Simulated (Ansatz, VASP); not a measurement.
Two plane-wave programs on ZrB

File INCAR:

```
  PREC = Accurate
  ENCUT = 600
  EDIFF = 1E-6
  ISMEAR = -1
  SIGMA = 0.05
  LREAL = False
  LASPH = True
  NELM = 150
  ALGO = Normal
  ISIF = 3
  LWAVE = False
  LCHARG = False
  LMAXMIX = 4
  LDAU = True
  LDAUTYPE = 2
  LDAUL = 2 -1
  LDAUU = 3 0
  LDAUJ = 0 0
  LDAUPRINT = 1
  IBRION = 2
  NSW = 60
  EDIFFG = -0.01
```

The input KPOINTS:

```
regular mesh
0
Gamma
  10 10 10
```

File POSCAR:

```
ZrB
1.0
    0.0000000000      2.3250000000      2.3250000000
    2.3250000000      0.0000000000      2.3250000000
    2.3250000000      2.3250000000      0.0000000000
Zr B
1 1
Direct
    0.0000000000      0.0000000000      0.0000000000
    0.5000000000      0.5000000000      0.5000000000
```

The input input.yaml:

```yaml
crystal:
  lattice:
    - [0.0, 2.325, 2.325]
    - [2.325, 0.0, 2.325]
    - [2.325, 2.325, 0.0]
  atoms:
    - { symbol: Zr, position: [0.0, 0.0, 0.0] }
    - { symbol: B, position: [0.5, 0.5, 0.5] }
hamiltonian:
  xc: lda
  pseudopotentials: { kind: paw }
  hubbard: { sites: [{ species: Zr, l: d, u_eff: 3.0 }] }
kpoints:
  mp_grid: { grid: [10, 10, 10] }
scf:
  occupations: { method: fermi_dirac, width: 0.05 }
output:
  forces: true
  stress: true
  eigenvalues: true
  write_density: true
  write_potential: true
  elf: true
  volumetric_format: npy
relax:
  f_tol: 0.01
  max_steps: 40
  cell: { stress_tol: 0.05 }
```

Alike in both runs: task relaxation of cell and atoms; functional LDA; k mesh 10 × 10 × 10; occupations fermi-dirac, width 0.05 eV; no spin polarisation; Hubbard terms Zr d U = 3.0 eV.

|  | VASP | Ansatz |
| --- | --- | --- |
| version | VASP 6.6.1 | Ansatz 0.2.0 |
| potentials or method | VASP PAW LDA potentials, release 64 (Zr_sv, B) | Ansatz PAW |
| plane-wave cutoff (eV) | 600 | 420 |
| valence electrons in the cell | 15 | 15 |

Ansatz gave:

- gap on the k mesh at the Fermi level, each at its own relaxed structure (eV): none
- relaxed volume (Å³/atom): 14.43
- relaxed cell length with the largest relative difference (Å): 3.443

**Question.** Which values does VASP return?

**Answer.** gap on the k mesh at the Fermi level, each at its own relaxed structure (eV): none; relaxed volume (Å³/atom): 14.69; relaxed cell length with the largest relative difference (Å): 3.463.

LDA's correlation is that of Perdew and Zunger in VASP and of Perdew and Wang (1992) in Ansatz. The programs project onto different local orbitals, so the same U acts differently, and such runs can settle in different states. A gap of «none» marks a metal or a gap that the smearing closes.

Noted on VASP's run: the volume moved by over 15 % at a fixed basis, so the end points are rough. Noted on Ansatz's run: the plane-wave basis is chosen anew once the cell has moved, so the energies of steps on either side of that aren't comparable.
